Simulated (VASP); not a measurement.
Set up this calculation in VASP 6.6.1, as the native input.

| Item | Value |
| --- | --- |
| Task | single point |
| Functional | PBE |
| Potentials or basis | VASP PAW PBE potentials, release 64 (C, Si) |
| Cutoff | 520 eV |
| k mesh | 20 × 20 × 20 |
| Occupations | gaussian, width 0.05 eV |
| Spin | no spin polarisation |
| Dipole correction | no |
| Further INCAR settings | ALGO = Normal; EDIFF = 1e-07; NBANDS = 11 |

The structure of SiC lies in POSCAR:

```
SiC
1.0
    0.0000000000      1.9729304118      1.9729304118
    1.9729304118      0.0000000000      1.9729304118
    1.9729304118      1.9729304118      0.0000000000
C Si
1 1
Direct
    0.0000000000      0.0000000000      0.0000000000
    0.5000000000      0.5000000000      0.5000000000
```

This cell differs from its parent crystal: volume scaled by 0.920.

These files were run (other wordings do the same):

INCAR

```
SYSTEM = SiC
PREC = Accurate
ENCUT = 520
EDIFF = 1E-7
ISMEAR = 0
SIGMA = 0.05
LREAL = .FALSE.
LASPH = .TRUE.
NELM = 60
ALGO = Normal
ISIF = 2
LWAVE = .FALSE.
LCHARG = .FALSE.
GGA = PE
NBANDS = 11
```

KPOINTS

```
Automatic mesh
0
G
  20 20 20
  0 0 0
```

Potentials or basis: VASP PAW PBE potentials, release 64 (C, Si).

Run with:

```console
$ cat potpaw_PBE.64/C/POTCAR potpaw_PBE.64/Si/POTCAR > POTCAR
$ mpirun -np 1 vasp_std > vasp.out
```

Results of the run:

```json
{"Pressure": "24.4 GPa", "Band gap on the k mesh": "zero (band 4 reaches 13.69 eV, above the bottom of band 5 at 13.22 eV)"}
```

It took 23 s on 1 thread of Intel Xeon 6975P-C (shared host), peak memory 0.17 GiB.
